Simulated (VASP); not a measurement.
# Te (I4_1/amd) in VASP: single point with r2SCAN

Aim: the single point of Te with r2SCAN.

All numbers are computed with VASP 6.6.1; they aren't measurements. Logs are shortened: lines on timing, memory, paths and dates and some standing lists are left out, and cuts for length are marked.

## Step 1: The cell of the first run

It takes space group I4_1/amd (No. 141, tetragonal). Conventional cell: a = 6.416 Å, b = 6.416 Å, c = 3.114 Å, α = 90.00°, β = 90.00°, γ = 90.00°. Te (site symmetry -4m2) has 10 Te at 3.11 to 3.97 Å within 4.1 Å.

## Step 2: Single point, r2SCAN

Contents of POSCAR:

```
Te
1.0
   -3.2080290355      3.2080290355      1.5568180605
    3.2080290355     -3.2080290355      1.5568180605
    3.2080290355      3.2080290355     -1.5568180605
Te
2
Direct
    0.0000000000      0.0000000000      0.0000000000
    0.7500000000      0.2500000000      0.5000000000
```

Contents of INCAR.step1:

```
PREC = Accurate
ENCUT = 520
ISMEAR = 0
SIGMA = 0.1
LREAL = F
LASPH = T
NELM = 80
NBANDS = 13
GGA = PE
ALGO = Normal
EDIFF = 1E-4
LWAVE = T
LCHARG = F
```

Contents of INCAR.step2:

```
PREC = Accurate
ENCUT = 520
EDIFF = 1E-6
ISMEAR = 0
SIGMA = 0.1
LREAL = F
LASPH = T
NELM = 80
ALGO = Normal
ISIF = 2
LWAVE = F
LCHARG = F
METAGGA = R2SCAN
LMIXTAU = T
NBANDS = 13
ISTART = 1
```

Contents of KPOINTS:

```
regular mesh
0
Gamma
  18 18 18
```

Potentials or basis: VASP PAW PBE potentials, release 64 (Te).

Launch:

```sh
> cat potpaw_PBE.64/Te/POTCAR > POTCAR
> cp INCAR.step1 INCAR
> mpirun -np 1 vasp_std > vasp.out
> cp INCAR.step2 INCAR
> mpirun -np 1 vasp_std > vasp.out
```

OUTCAR:

```text
PREC = Accurate
   ENCUT = 520
   EDIFF = 1E-6
   ISMEAR = 0
   LREAL = F
   LASPH = T
   NELM = 80
   ISIF = 2
   METAGGA = R2SCAN
   ISTART = 1

 ion  position               nearest neighbor table
   1  0.000  0.000  0.000-   2 3.30   2 3.30   2 3.30   2 3.30
   2  0.750  0.250  0.500-   1 3.30   1 3.30   1 3.30   1 3.30

  LATTYP: Found a body centered tetragonal cell.
 ALAT       =     6.4160580710
 C/A-ratio  =     0.4852880205

  Lattice vectors:

 A1 = (  -3.2080290355,   3.2080290355,   1.5568180605)
 A2 = (   3.2080290355,  -3.2080290355,   1.5568180605)
 A3 = (   3.2080290355,   3.2080290355,  -1.5568180605)

Analysis of symmetry for initial positions (statically):
=====================================================================
 Subroutine PRICEL returns:
 Original cell was already a primitive cell.

 Routine SETGRP: Setting up the symmetry group for a
 body centered tetragonal supercell.

 Subroutine GETGRP returns: Found 16 space group operations
 (whereof  8 operations were pure point group operations)
 out of a pool of 16 trial point group operations.

The static configuration has the point symmetry D_2d.
 The point group associated with its full space group is D_4h.

Analysis of symmetry for dynamics (positions and initial velocities):
=====================================================================
 Subroutine PRICEL returns:
 Original cell was already a primitive cell.

 Routine SETGRP: Setting up the symmetry group for a
 body centered tetragonal supercell.

 Subroutine GETGRP returns: Found 16 space group operations
 (whereof  8 operations were pure point group operations)
 out of a pool of 16 trial point group operations.

The dynamic configuration has the point symmetry D_2d.
 The point group associated with its full space group is D_4h.

 Subroutine INISYM returns: Found 16 space group operations
 (whereof  8 operations are pure point group operations),
 and found     1 'primitive' translations

----------------------------------------------------------------------------------------

                                     Primitive cell

  volume of cell :      64.0877

  direct lattice vectors                    reciprocal lattice vectors
    -3.208029036  3.208029036  1.556818060     0.000000000  0.155858938  0.321167908
     3.208029036 -3.208029036  1.556818060     0.155858938  0.000000000  0.321167908
[... 93 lines left out ...]
   POTIM  = 0.5000    time-step for ionic-motion
   TEBEG  =    0.0;   TEEND  =   0.0 temperature during run
   PSTRESS=    0.0 pullay stress
   NELECT =      12.0000    total number of electrons
   NUPDOWN=      -1.0000    fix difference up-down
   EMIN   =  10.00;   EMAX   =-10.00  energy-range for DOS
   EFERMI =   0.00;   METHOD = LEGACY
   ISMEAR =     0;   SIGMA  =   0.10  broadening in eV -4-tet -1-fermi 0-gaus
   EFERMI_NEDOS =   21; number of points for ismear=-14 and -15
   IALGO  =     38    algorithm
   IMIX   =      4    mixing-type and parameters
     AMIX     =   0.40;   BMIX     =  1.00
     AMIX_MAG =   1.60;   BMIX_MAG =  1.00
  volume/ion in A,a.u.               =      32.04       216.24
  Fermi-wavevector in a.u.,A,eV,Ry     =   0.936578  1.769875 11.934726  0.877178
  Thomas-Fermi vector in A             =   2.063601
   LORBIT       =      0    0 simple, 1 ext, 2 COOP (PROOUT), +10 PAW based schemes
   METAGGA = R2SCAN    functional components
   LHFCALC =     F    Hartree Fock is set to
   AEXX    =    0.0000 exact exchange contribution
   IVDW    =     0    specifies the selected vdW correction
   LEPSILON=     F    determine dielectric tensor
   LRPA    =     F    only Hartree local field effects (RPA)
 non-spin polarized calculation
 Gauss-broadening in eV      SIGMA  =   0.10
  energy-cutoff  :      520.00
  volume of cell :       64.09
 maximum number of plane-waves:      1774
   NGX = 17   NGY = 17   NGZ = 17

 number of electron      12.0000001 magnetization

 Free energy of the ion-electron system (eV)
  ---------------------------------------------------
  ext. energy  EPLUGINS =         0.00000000
  ---------------------------------------------------
  free energy    TOTEN  =       -50.28906103 eV

  energy without entropy =      -50.28231912  energy(sigma->0) =      -50.28569008

 E-fermi :   6.5945     XC(G=0):  -9.8746

 val. band max:        6.5936867711   @ k =   0.2222   0.2222   0.1667
 cond. band min:       6.5952046539   @ k =  -0.4444   0.2778  -0.0000
 fundamental gap:      0.0015178828
 Fermi energy:         6.5944895800

 k-point     1 :       0.0000    0.0000    0.0000
  band No.  band energies     occupation
      1      -7.6853      2.00000
      2      -4.2561      2.00000
      3       1.9411      2.00000
      4       1.9411      2.00000
      5       7.4109      0.00000
      6       7.4109      0.00000
      7       9.0187      0.00000
      8       9.7150      0.00000
      9       9.7749      0.00000
     10      13.0732      0.00000
     11      13.2354      0.00000
     12      15.7326      0.00000
     13      16.0152      0.00000
[... 354 lines left out ...]
  band No.  band energies     occupation
      1      -7.1233      2.00000
      2      -4.1984      2.00000
      3       2.1140      2.00000
      4       2.9315      2.00000
      5       6.0829      2.00000
      6       6.9093      0.00001
      7       7.0948      0.00000
      8       7.6375      0.00000
      9      10.0473      0.00000
     10      13.6590      0.00000
     11      14.1138      0.00000
     12      14.6465      0.00000
     13      15.9012      0.00000

 [... further k-points ...]

------------------------ aborting loop because EDIFF is reached ----------------------------------------

  FORCE on cell =-STRESS in cart. coord.  units (eV):
  Direction    XX          YY          ZZ          XY          YZ          ZX
  --------------------------------------------------------------------------------------
  -------------------------------------------------------------------------------------
  Total       -0.0037516     -0.0037516     -0.0076541      0.0000000      0.0000000      0.0000000
  in kB       -0.0937901     -0.0937901     -0.1913514      0.0000000      0.0000000      0.0000000
  external PRESSURE =      -0.1263105 kB  Pullay stress =       0.0000000 kB

 VOLUME and BASIS-vectors are now :
 -----------------------------------------------------------------------------
  energy-cutoff  :      520.00
  volume of cell :       64.09
      direct lattice vectors                 reciprocal lattice vectors
    -3.208029036  3.208029036  1.556818060     0.000000000  0.155858938  0.321167908
     3.208029036 -3.208029036  1.556818060     0.155858938  0.000000000  0.321167908
     3.208029036  3.208029036 -1.556818060     0.155858938  0.155858938  0.000000000

 POSITION                                       TOTAL-FORCE (eV/Angst)
 -----------------------------------------------------------------------------------
      0.00000      0.00000      0.00000         0.000000     -0.000000     -0.000000
      0.00000      3.20803      0.77841        -0.000000      0.000000      0.000000
 -----------------------------------------------------------------------------------
    total drift:                               -0.000000      0.000000     -0.000000

  FREE ENERGIE OF THE ION-ELECTRON SYSTEM (eV)
  ---------------------------------------------------
  free  energy   TOTEN  =       -50.2890610348 eV

  energy  without entropy=      -50.2823191164  energy(sigma->0) =      -50.28569008
```

Wall time 8 min (1 thread of Intel Xeon 6975P-C (Granite Rapids), shared host); peak memory 0.47 GiB.

What came out:

```
Free energy            : -50.2891 eV
Pressure               : 0.0 GPa
Band gap on the k mesh : zero (bands 6 and 7 overlap by 3.52 eV)
```

Caveat: the PAW data sets were made with another functional, which shifts forces and pressure a little; spin-orbit coupling is left out, which moves the levels of the heavy elements.
